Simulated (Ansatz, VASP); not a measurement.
WS2: VASP beside Ansatz

The input INCAR:

```
PREC     = Accurate       # precision mode
ENCUT    = 520            # plane-wave cutoff, eV
EDIFF    = 1E-6           # SCF threshold, eV
ISMEAR   = 0              # smearing method
SIGMA    = 0.02           # smearing width, eV
LREAL    = F              # projectors in reciprocal space
LASPH    = T              # aspherical terms in the spheres
NELM     = 80             # most SCF steps
ALGO     = Normal         # electronic algorithm
ISIF     = 2              # what is computed and relaxed
LWAVE    = F              # write WAVECAR
LCHARG   = F              # write CHGCAR
GGA      = PS             # functional
IVDW     = 12             # dispersion correction
NBANDS   = 35             # bands
```

File KPOINTS:

```
regular mesh
0
Gamma
  12 12 4
```

The input POSCAR:

```
WS2
1.0
    3.0211536609      0.0000000000      0.0000000000
   -1.5105768305      2.6163958191      0.0000000000
    0.0000000000      0.0000000000     11.8926742112
W S
2 4
Direct
    0.3333333333      0.6666666667      0.7500000000
    0.6666666667      0.3333333333      0.2500000000
    0.3333333333      0.6666666667      0.1147681697
    0.6666666667      0.3333333333      0.6147681697
    0.3333333333      0.6666666667      0.3852318303
    0.6666666667      0.3333333333      0.8852318303
```

Input for Ansatz:

```yaml
crystal:
  lattice:
    - [3.0211536609, 0.0, 0.0]
    - [-1.5105768305, 2.6163958191, 0.0]
    - [0.0, 0.0, 11.8926742112]
  atoms:
    - { symbol: W, position: [0.3333333333, 0.6666666667, 0.75] }
    - { symbol: W, position: [0.6666666667, 0.3333333333, 0.25] }
    - { symbol: S, position: [0.3333333333, 0.6666666667, 0.1147681697] }
    - { symbol: S, position: [0.6666666667, 0.3333333333, 0.6147681697] }
    - { symbol: S, position: [0.3333333333, 0.6666666667, 0.3852318303] }
    - { symbol: S, position: [0.6666666667, 0.3333333333, 0.8852318303] }
basis:
  ecutwfc: 420
kpoints:
  mp_grid: { grid: [12, 12, 4] }
  band_path: { path: [VBM, CBM], npoints: 2 }
hamiltonian:
  xc: pbesol
  dispersion: d3bj
scf:
  occupations: { method: gaussian, width: 0.02 }
output:
  forces: true
  stress: true
  eigenvalues: true
checkpoint:
  read: start.run
  write: ck
  compress: false
  write_wavefunctions: false
  write_every: 100000
```

Alike in both runs: task single point; functional PBEsol; dispersion D3(BJ); k mesh 12 × 12 × 4; occupations gaussian, width 0.02 eV; no spin polarisation.

|  | VASP | Ansatz |
| --- | --- | --- |
| version | VASP 6.6.1 | Ansatz 0.2.0 |
| potentials or method | VASP PAW PBE potentials, release 64 (W_sv, S), cutoff 520 eV | scalar-relativistic, plane waves, PAW |
| valence electrons in the cell | 52 | 52 |

```tsv
	VASP	Ansatz	Ansatz less VASP
gap on the k mesh at the Fermi level (eV)	0.72	0.70	-0.022
least direct gap on the mesh (eV)	1.83	1.83	-0.003
pressure (GPa)	7.6	7.4	-0.21
traceless stress, the component that is largest in VASP (GPa)	-7.36	-7.38	-0.022
rms of the force components (eV/Å)	0.009	0.000	-0.0093
```

VASP's potentials were made for PBE, not for PBEsol. Atom by atom the forces differ by 0.009 eV/Å (rms over components).

Spin-orbit coupling is off throughout.
